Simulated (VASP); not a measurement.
A run of VASP 6.6.1:

Contents of POSCAR:

```
ScCu
1.0
    3.2560000000      0.0000000000      0.0000000000
    0.0000000000      3.2560000000      0.0000000000
    0.0000000000      0.0000000000      3.2560000000
Sc Cu
1 1
Direct
    0.5000000000      0.5000000000      0.4692874693
    0.0000000000      0.0000000000      0.0000000000
```

File INCAR.step1:

```
ALGO = Normal
EDIFF = 1E-4
ENCUT = 520
GGA = PE
ISMEAR = 0
LASPH = T
LCHARG = F
LREAL = F
LWAVE = T
NBANDS = 18
NELM = 100
PREC = Accurate
SIGMA = 0.15
```

Contents of INCAR.step2:

```
ALGO = Normal
EDIFF = 1E-6
ENCUT = 520
ISIF = 2
ISMEAR = 0
ISTART = 1
LASPH = T
LCHARG = T
LELF = T
LMIXTAU = T
LREAL = F
LVHAR = T
LWAVE = F
METAGGA = R2SCAN
NBANDS = 18
NELM = 100
PREC = Accurate
SIGMA = 0.15
```

The input KPOINTS:

```
k-points
0
Gamma
  14 14 14
```

Potentials or basis: VASP PAW PBE potentials, release 64 (Sc_sv, Cu).

The run is started by

```sh
$ cat potpaw_PBE.64/Sc_sv/POTCAR potpaw_PBE.64/Cu/POTCAR > POTCAR
$ cp INCAR.step1 INCAR
$ mpirun -np 1 vasp_std > vasp.out
$ cp INCAR.step2 INCAR
$ mpirun -np 1 vasp_std > vasp.out
```

Hardware: 1 thread of Intel(R) Xeon(R) Platinum 8259CL CPU @ 2.50GHz (Skylake/Cascade Lake), on a shared host.

**Question.** Estimate the wall time of this run.

**Answer.** Wall time 4 min on 1 thread of Intel(R) Xeon(R) Platinum 8259CL CPU @ 2.50GHz (Skylake/Cascade Lake) (shared host), peak memory 0.3 GiB. Counts: k points 288.
